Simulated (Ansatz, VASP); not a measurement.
## One calculation of Rh, two programs

File INCAR:

```
  ALGO = Normal
  EDIFF = 1E-7
  ENCUT = 520
  GGA = CA
  ISIF = 2
  ISMEAR = 0
  LASPH = T
  LCHARG = T
  LELF = T
  LREAL = F
  LVHAR = T
  LWAVE = F
  NBANDS = 14
  NELM = 60
  PREC = Accurate
  SIGMA = 0.15
```

KPOINTS

```
k-points
0
Gamma
  22 22 22
```

Contents of POSCAR:

```
Rh
1.0
    0.0000000000      1.9493094202      1.9493094202
    1.9493094202      0.0000000000      1.9493094202
    1.9493094202      1.9493094202      0.0000000000
Rh
1
Direct
    0.0000000000      0.0000000000      0.0000000000
```

Input for Ansatz:

```yaml
crystal:
  lattice:
    - [0.0, 1.9493094202, 1.9493094202]
    - [1.9493094202, 0.0, 1.9493094202]
    - [1.9493094202, 1.9493094202, 0.0]
  atoms:
    - { symbol: Rh, position: [0.0, 0.0, 0.0] }
basis:
  ecutwfc: 420
kpoints:
  mp_grid: { grid: [22, 22, 22] }
hamiltonian:
  xc: lda
  pseudopotentials: { kind: paw, azcp: { folder: soft_1 } }
scf:
  occupations: { method: gaussian, width: 0.15 }
  lower_state_search: "off"
output:
  forces: true
  stress: true
  eigenvalues: true
```

Alike in both runs: task single point; functional LDA; k mesh 22 × 22 × 22; occupations gaussian, width 0.15 eV; no spin polarisation.

```csv
,VASP,Ansatz
version,VASP 6.6.1,Ansatz 0.2.0
potentials or method,"VASP PAW LDA potentials, release 64 (Rh_pv), cutoff 520 eV","scalar-relativistic, plane waves, PAW"
valence electrons in the cell,15,17
```

VASP gave:

| Item | Value |
| --- | --- |
| gap on the k mesh at the Fermi level (eV) | none |
| pressure (GPa) | -26.3 |

Task: What did Ansatz give for the same quantities?

Result: gap on the k mesh at the Fermi level (eV): none; pressure (GPa): -26.9.

Ansatz warns that its potentials were made for another functional, while VASP's fit it. LDA's correlation is that of Perdew and Zunger in VASP and of Perdew and Wang (1992) in Ansatz. A gap of «none» marks a metal or a gap that the smearing closes. VASP's potentials hold 15 valence electrons a cell and Ansatz's 17, so a difference there can come from the potentials and not from the codes.
